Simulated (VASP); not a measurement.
Runs of VASP 6.6.1 on Re. The structure is that of space group I4/mmm (No. 139), or close to it. The cells are those of the table. 

```tsv
cell	gap on the mesh (eV)	pressure (GPa)
a = 2.779, b = 2.779, c = 2.558 Å, angles 62.6, 62.6, 54.8°, 1 atom	none	40.5
a = 2.629, b = 2.629, c = 2.884 Å, angles 56.7, 56.7, 66.5°, 1 atom	none	39.6
a = 2.654, b = 2.654, c = 2.787 Å, angles 58.3, 58.3, 63.3°, 1 atom	none	37.3
a = 2.671, b = 2.671, c = 2.739 Å, angles 59.2, 59.2, 61.7°, 1 atom	none	(c)
a = 2.811, b = 2.811, c = 2.587 Å, angles 62.6, 62.6, 54.8°, 1 atom	none	23.5
a = 2.747, b = 2.747, c = 2.602 Å, angles 61.7, 61.7, 56.5°, 1 atom	none	(a)
a = 2.625, b = 2.625, c = 3.142 Å, angles 53.2, 53.2, 73.5°, 1 atom	none	(b)
a = 2.622, b = 2.622, c = 2.934 Å, angles 56.0, 56.0, 68.0°, 1 atom	none	39.3
```

Alike in all rows: task single point; level PBE; potentials or basis VASP PAW PBE potentials, release 64 (Re); no spin polarisation; k mesh 10 × 10 × 10; cutoff (eV) 520; smearing gaussian 0.15 eV.

**Question.** Estimate the missing entries.

**Answer.** (a) 38.0; (b) 40.1; (c) 36.6.

Caveats: the cell stands under pressure; spin-orbit coupling is left out, which moves the levels of the heavy elements.

A k mesh can miss the band edges, and the runs leave out spin-orbit coupling on Re.

A gap of «none» marks levels without a gap at the run's occupations.
